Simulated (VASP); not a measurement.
# MgCd3S4 (I4/mmm) in VASP: further runs

Runs on MgCd3S4. Level: PBE. Tasks: single point, relaxation of cell and atoms.

Program: VASP 6.6.1. These are calculated values, not measurements. Logs are shortened: lines on timing, memory, paths and dates and some standing lists are left out, and cuts for length are marked.

## (1) The cell of the first run

The structure is tetragonal, space group I4/mmm (No. 139). The conventional cell has a = 5.438 Å, b = 5.438 Å, c = 10.888 Å, α = 90.00°, β = 90.00°, γ = 90.00°. Within 3.5 Å of Mg (site symmetry 4/mmm) lie 6 S at 2.63 to 2.72 Å. Cd (site symmetry 4/mmm) has 6 S at 2.72 to 2.81 Å within 3.6 Å. Cd (site symmetry -4m2) has 6 S at 2.72 Å within 3.6 Å. Within 3.5 Å of S (site symmetry 4mm) lie 1 Mg at 2.63 Å and 5 Cd at 2.72 to 2.81 Å. S (site symmetry mmm) has 2 Mg at 2.72 Å and 4 Cd at 2.72 Å within 3.6 Å.

## (2) Single point, PBE

INCAR reads:

```
PREC     = Accurate       # precision mode
ENCUT    = 520            # plane-wave cutoff, eV
EDIFF    = 1E-7           # SCF threshold, eV
ISMEAR   = 0              # smearing method
SIGMA    = 0.1            # smearing width, eV
LREAL    = F              # projectors in reciprocal space
LASPH    = T              # aspherical terms in the spheres
NELM     = 80             # most SCF steps
ALGO     = Normal         # electronic algorithm
ISIF     = 2              # what is computed and relaxed
LWAVE    = F              # write WAVECAR
LCHARG   = F              # write CHGCAR
GGA      = PE             # functional
NBANDS   = 41             # bands
```

KPOINTS reads:

```
Automatic mesh
0
Gamma
  4 4 4
```

POSCAR reads:

```
MgCd3S4
1.0
   -2.7191535546      2.7191535546      5.4441692633
    2.7191535546     -2.7191535546      5.4441692633
    2.7191535546      2.7191535546     -5.4441692633
Mg Cd S
1 3 4
Direct
    0.0000000000      0.0000000000      0.0000000000
    0.5000000000      0.5000000000      0.0000000000
    0.7500000000      0.2500000000      0.5000000000
    0.2500000000      0.7500000000      0.5000000000
    0.7581676073      0.7581676073      0.0000000000
    0.2418323927      0.2418323927      0.0000000000
    0.5000000000      0.0000000000      0.5000000000
    0.0000000000      0.5000000000      0.5000000000
```

Potentials or basis: VASP PAW PBE potentials, release 64 (Mg, Cd, S).

Command:

```console
> cat potpaw_PBE.64/Mg/POTCAR potpaw_PBE.64/Cd/POTCAR potpaw_PBE.64/S/POTCAR > POTCAR
> mpirun -np 1 vasp_std > vasp.out
```

OUTCAR:

```text
PREC = Accurate
   ENCUT = 520
   EDIFF = 1E-7
   ISMEAR = 0
   LREAL = F
   LASPH = T
   NELM = 80
   ISIF = 2
   GGA = PE

 ion  position               nearest neighbor table
   1  0.000  0.000  0.000-   5 2.63   6 2.63   7 2.72   8 2.72   8 2.72   7 2.72
   2  0.500  0.500  0.000-   7 2.72   8 2.72   7 2.72   8 2.72   5 2.81   6 2.81
   3  0.750  0.250  0.500-   5 2.72   6 2.72   5 2.72   6 2.72   7 2.72   8 2.72
   4  0.250  0.750  0.500-   5 2.72   6 2.72   5 2.72   6 2.72   7 2.72   8 2.72
   5  0.758  0.758  0.000-   1 2.63   3 2.72   4 2.72   3 2.72   4 2.72   2 2.81
   6  0.242  0.242  0.000-   1 2.63   4 2.72   3 2.72   3 2.72   4 2.72   2 2.81
   7  0.500  0.000  0.500-   1 2.72   2 2.72   2 2.72   1 2.72   3 2.72   4 2.72
   8  0.000  0.500  0.500-   1 2.72   2 2.72   1 2.72   2 2.72   3 2.72   4 2.72

  LATTYP: Found a body centered tetragonal cell.
 ALAT       =     5.4383071092
 C/A-ratio  =     2.0021558746

  Lattice vectors:

 A1 = (  -2.7191535546,   2.7191535546,   5.4441692633)
 A2 = (   2.7191535546,  -2.7191535546,   5.4441692633)
 A3 = (   2.7191535546,   2.7191535546,  -5.4441692633)

Analysis of symmetry for initial positions (statically):
=====================================================================
 Subroutine PRICEL returns:
 Original cell was already a primitive cell.

 Routine SETGRP: Setting up the symmetry group for a
 body centered tetragonal supercell.

 Subroutine GETGRP returns: Found 16 space group operations
 (whereof 16 operations were pure point group operations)
 out of a pool of 16 trial point group operations.

The static configuration has the point symmetry D_4h.

Analysis of symmetry for dynamics (positions and initial velocities):
=====================================================================
 Subroutine PRICEL returns:
 Original cell was already a primitive cell.

 Routine SETGRP: Setting up the symmetry group for a
 body centered tetragonal supercell.

 Subroutine GETGRP returns: Found 16 space group operations
 (whereof 16 operations were pure point group operations)
 out of a pool of 16 trial point group operations.

The dynamic configuration has the point symmetry D_4h.

 Subroutine INISYM returns: Found 16 space group operations
 (whereof 16 operations are pure point group operations),
 and found     1 'primitive' translations

----------------------------------------------------------------------------------------

                                     Primitive cell

  volume of cell :     161.0123

  direct lattice vectors                    reciprocal lattice vectors
    -2.719153555  2.719153555  5.444169263     0.000000000  0.183880752  0.091841377
     2.719153555 -2.719153555  5.444169263     0.183880752  0.000000000  0.091841377
     2.719153555  2.719153555 -5.444169263     0.183880752  0.183880752  0.000000000

  length of vectors
     6.665326029  6.665326029  6.665326029     0.205540676  0.205540676  0.260046653

  position of ions in fractional coordinates (direct lattice)
     0.000000000  0.000000000  0.000000000
     0.500000000  0.500000000  0.000000000
     0.750000000  0.250000000  0.500000000
     0.250000000  0.750000000  0.500000000
     0.758167607  0.758167607  0.000000000
     0.241832393  0.241832393  0.000000000
     0.500000000  0.000000000  0.500000000
     0.000000000  0.500000000  0.500000000

  ion indices of the primitive-cell ions
   primitive index   ion index
                 1           1
                 2           2
                 3           3
                 4           4
                 5           5
                 6           6
                 7           7
                 8           8

----------------------------------------------------------------------------------------

 KPOINTS: Automatic mesh

Automatic generation of k-mesh.
 Grid dimensions read from file:
 generate k-points for:    4    4    4

 Generating k-lattice:

  Cartesian coordinates                     Fractional coordinates (reciprocal lattice)
     0.000000000  0.045970188  0.022960344     0.250000000  0.000000000  0.000000000
     0.045970188  0.000000000  0.022960344     0.000000000  0.250000000  0.000000000
     0.045970188  0.045970188  0.000000000     0.000000000  0.000000000  0.250000000

  Length of vectors
     0.051385169  0.051385169  0.065011663

  Shift w.r.t. Gamma in fractional coordinates (k-lattice)
     0.000000000  0.000000000  0.000000000

 Subroutine IBZKPT returns following result:
 ===========================================

 Found     13 irreducible k-points:

 Following reciprocal coordinates:
            Coordinates               Weight
  0.000000  0.000000  0.000000      1.000000
  0.250000  0.000000 -0.000000      8.000000
  0.500000  0.000000 -0.000000      4.000000
  0.250000  0.250000 -0.000000      8.000000
  0.500000  0.250000  0.000000     16.000000
 -0.250000  0.250000  0.000000      4.000000
  0.500000  0.500000 -0.000000      2.000000
  0.250000  0.250000  0.250000      2.000000
 -0.250000  0.250000  0.250000      4.000000
  0.500000  0.500000  0.250000      4.000000
 -0.250000  0.500000  0.250000      8.000000
 -0.250000 -0.250000  0.250000      2.000000
  0.500000  0.500000  0.500000      1.000000
   k-points           NKPTS =     13   k-points in BZ     NKDIM =     13   number of bands    NBANDS=     41
   number of dos      NEDOS =    301   number of ions     NIONS =      8
   total plane-waves  NPLWV = 125000
   dimension x,y,z NGX =    50 NGY =   50 NGZ =   50
   dimension x,y,z NGXF=   100 NGYF=  100 NGZF=  100
   ions per type =               1   3   4
   NGX,Y,Z   is equivalent  to a cutoff of  12.47, 12.47, 12.47 a.u.
   NGXF,Y,Z  is equivalent  to a cutoff of  24.94, 24.94, 24.94 a.u.
 SYSTEM =  unknown system
   PREC   = accura    normal or accurate (medium, high low for compatibility)
   ISTART =      0    job   : 0-new  1-cont  2-samecut
   ICHARG =      2    charge: 1-file 2-atom 10-const
   ISPIN  =      1    spin polarized calculation?
   LNONCOLLINEAR =      F non collinear calculations
   LSORBIT =      F    spin-orbit coupling
   LASPH  =      T    aspherical Exc in radial PAW
   ENCUT  =  520.0 eV  38.22 Ry    6.18 a.u.  12.39 12.39 12.39*2*pi/ulx,y,z
   NELM   =     80;   NELMIN=  2; NELMDL= -5     # of ELM steps
   EDIFF  = 0.1E-06   stopping-criterion for ELM
   LREAL  =      F    real-space projection
   EDIFFG = 0.1E-05   stopping-criterion for IOM
   NSW    =      0    number of steps for IOM
   IBRION =     -1    ionic relax: 0-MD 1-quasi-New 2-CG
   NFREE  =      0    steps in history (QN), initial steepest desc. (CG)
   ISIF   =      2    stress and relaxation
   ISYM   =      2    0-nonsym 1-usesym 2-fastsym
   POTIM  = 0.5000    time-step for ionic-motion
   TEBEG  =    0.0;   TEEND  =   0.0 temperature during run
   PSTRESS=    0.0 pullay stress
   NELECT =      62.0000    total number of electrons
   NUPDOWN=      -1.0000    fix difference up-down
   EMIN   =  10.00;   EMAX   =-10.00  energy-range for DOS
   EFERMI =   0.00;   METHOD = LEGACY
   ISMEAR =     0;   SIGMA  =   0.10  broadening in eV -4-tet -1-fermi 0-gaus
   EFERMI_NEDOS =   21; number of points for ismear=-14 and -15
   IALGO  =     38    algorithm
   IMIX   =      4    mixing-type and parameters
     AMIX     =   0.40;   BMIX     =  1.00
     AMIX_MAG =   1.60;   BMIX_MAG =  1.00
  volume/ion in A,a.u.               =      20.13       135.82
  Fermi-wavevector in a.u.,A,eV,Ry     =   1.191020  2.250701 19.300252  1.418529
  Thomas-Fermi vector in A             =   2.327091
   LORBIT       =      0    0 simple, 1 ext, 2 COOP (PROOUT), +10 PAW based schemes
   GGA     = PE    functional components
   LHFCALC =     F    Hartree Fock is set to
   AEXX    =    0.0000 exact exchange contribution
   IVDW    =     0    specifies the selected vdW correction
   LEPSILON=     F    determine dielectric tensor
   LRPA    =     F    only Hartree local field effects (RPA)
 non-spin polarized calculation
 Gauss-broadening in eV      SIGMA  =   0.10
  energy-cutoff  :      520.00
  volume of cell :      161.01
 maximum number of plane-waves:      4400
 NGX is ok and might be reduce to    50
   NGX = 25   NGY = 25   NGZ = 25

 number of electron      61.9999997 magnetization

 Free energy of the ion-electron system (eV)
  ---------------------------------------------------
  ext. energy  EPLUGINS =         0.00000000
  ---------------------------------------------------
  free energy    TOTEN  =       -25.99509199 eV

  energy without entropy =      -25.99440939  energy(sigma->0) =      -25.99475069

 E-fermi :   3.2458     XC(G=0): -10.1506

 val. band max:        3.1061872058   @ k =   0.5000   0.5000  -0.0000
 cond. band min:       3.3506945418   @ k =   0.5000   0.5000   0.5000
 fundamental gap:      0.2445073360
 Fermi energy:         3.2457937844

 k-point     1 :       0.0000    0.0000    0.0000
  band No.  band energies     occupation
      1      -9.7236      2.00000
      2      -8.7166      2.00000
      3      -8.6858      2.00000
      4      -8.5092      2.00000
      5      -4.7024      2.00000
      6      -4.6698      2.00000
[... 33 lines left out ...]
     40      10.4407      0.00000
     41      10.8678      0.00000

 k-point     2 :       0.2500    0.0000   -0.0000
  band No.  band energies     occupation
      1      -9.5073      2.00000
      2      -8.7127      2.00000
      3      -8.6695      2.00000
      4      -8.5457      2.00000
      5      -4.7161      2.00000
      6      -4.6787      2.00000
[... 473 lines left out ...]
     40      10.9457      0.00000
     41      11.5174      0.00000

 k-point    13 :       0.5000    0.5000    0.5000
  band No.  band energies     occupation
      1      -9.2010      2.00000
      2      -9.1250      2.00000
      3      -8.7399      2.00000
      4      -8.6856      2.00000
      5      -4.7067      2.00000
      6      -4.6855      2.00000
[... 33 lines left out ...]
     40       9.7763      0.00000
     41      10.0894      0.00000

------------------------ aborting loop because EDIFF is reached ----------------------------------------

  FORCE on cell =-STRESS in cart. coord.  units (eV):
  Direction    XX          YY          ZZ          XY          YZ          ZX
  --------------------------------------------------------------------------------------
  -------------------------------------------------------------------------------------
  Total        0.2026047      0.2026047      0.3263187      0.0000000      0.0000000      0.0000000
  in kB        2.0160485      2.0160485      3.2470835      0.0000000      0.0000000      0.0000000
  external PRESSURE =       2.4263935 kB  Pullay stress =       0.0000000 kB

 VOLUME and BASIS-vectors are now :
 -----------------------------------------------------------------------------
  energy-cutoff  :      520.00
  volume of cell :      161.01
      direct lattice vectors                 reciprocal lattice vectors
    -2.719153555  2.719153555  5.444169263     0.000000000  0.183880752  0.091841377
     2.719153555 -2.719153555  5.444169263     0.183880752  0.000000000  0.091841377
     2.719153555  2.719153555 -5.444169263     0.183880752  0.183880752  0.000000000

 POSITION                                       TOTAL-FORCE (eV/Angst)
 -----------------------------------------------------------------------------------
      0.00000      0.00000      0.00000         0.000000      0.000000      0.000000
      0.00000      0.00000      5.44417         0.000000      0.000000      0.000000
      0.00000      2.71915      2.72208         0.000000      0.000000     -0.000000
      2.71915      0.00000      2.72208         0.000000      0.000000      0.000000
      0.00000      0.00000      8.25519        -0.000000     -0.000000      0.029473
      0.00000      0.00000      2.63315        -0.000000     -0.000000     -0.029473
      0.00000      2.71915      0.00000         0.000000      0.000000      0.000000
      2.71915      0.00000      0.00000         0.000000      0.000000     -0.000000
 -----------------------------------------------------------------------------------
    total drift:                               -0.000000      0.000000     -0.000000

  FREE ENERGIE OF THE ION-ELECTRON SYSTEM (eV)
  ---------------------------------------------------
  free  energy   TOTEN  =       -25.9950919892 eV

  energy  without entropy=      -25.9944093856  energy(sigma->0) =      -25.99475069
```

Run time: 75 s. Hardware: 1 thread of Intel Xeon 6975P-C (Granite Rapids), shared host; peak memory 0.38 GiB.

What came out:

| Property | Result |
| --- | --- |
| Free energy | -25.9951 eV |
| Pressure | 0.2 GPa |
| Largest force | 0.029 eV/Å |
| Band gap on the k mesh | 0.24 eV (least direct gap 1.16 eV) |

Forces in eV/Å, atoms in the order of the input:
```
Mg   0.000  0.000  0.000
Cd   0.000  0.000  0.000
Cd   0.000  0.000  0.000
Cd   0.000  0.000  0.000
S    0.000  0.000  0.029
S    0.000  0.000 -0.029
S    0.000  0.000  0.000
S    0.000  0.000  0.000
```

Stress tensor (GPa, compression positive):
```
0.20 0.00 0.00
0.00 0.20 0.00
0.00 0.00 0.32
```

Caveat: semilocal functionals underestimate gaps, and a narrow one can read as zero.

(Part 1 of 2 ends here.)
